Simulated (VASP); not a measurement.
A run of VASP 6.6.1 is set up as follows.

Contents of INCAR:

```
SYSTEM = ZnS
ALGO = Normal
EDIFF = 1E-6
ENCUT = 520
GGA = PE
ISIF = 2
ISMEAR = 0
LASPH = .True.
LCHARG = .True.
LELF = .True.
LREAL = .False.
LVHAR = .True.
LWAVE = .False.
NBANDS = 16
NELM = 80
PREC = Accurate
SIGMA = 0.05
```

Contents of KPOINTS:

```
k-points
0
Gamma
  10 10 10
  0 0 0
```

The input POSCAR:

```
ZnS
1.0
    0.0000000000      2.7046500000      2.7046500000
    2.8398825000      0.0000000000      2.7046500000
    2.8398825000      2.7046500000      0.0000000000
Zn S
1 1
Direct
    0.0000000000      0.0000000000      0.0000000000
    0.7500000000      0.7500000000      0.7500000000
```

Potentials or basis: VASP PAW PBE potentials, release 64 (Zn, S).

The run is started by

```console
$ cat potpaw_PBE.64/Zn/POTCAR potpaw_PBE.64/S/POTCAR > POTCAR
$ mpirun -np 1 vasp_std > vasp.out
```

Question: What does it give for the band gap on the k mesh?

Answer: 1.82 eV, direct.

Question: What does it give for the pressure?

Answer: -1.9 GPa.

Stress tensor (GPa, compression positive):
```
-3.33  0.00  0.00
 0.00 -1.13  0.00
 0.00  0.00 -1.13
```

Caveat: the cell differs from its parent crystal (strain +0.0500 x Voigt [1, 0, 0, 0, 0, 0]).
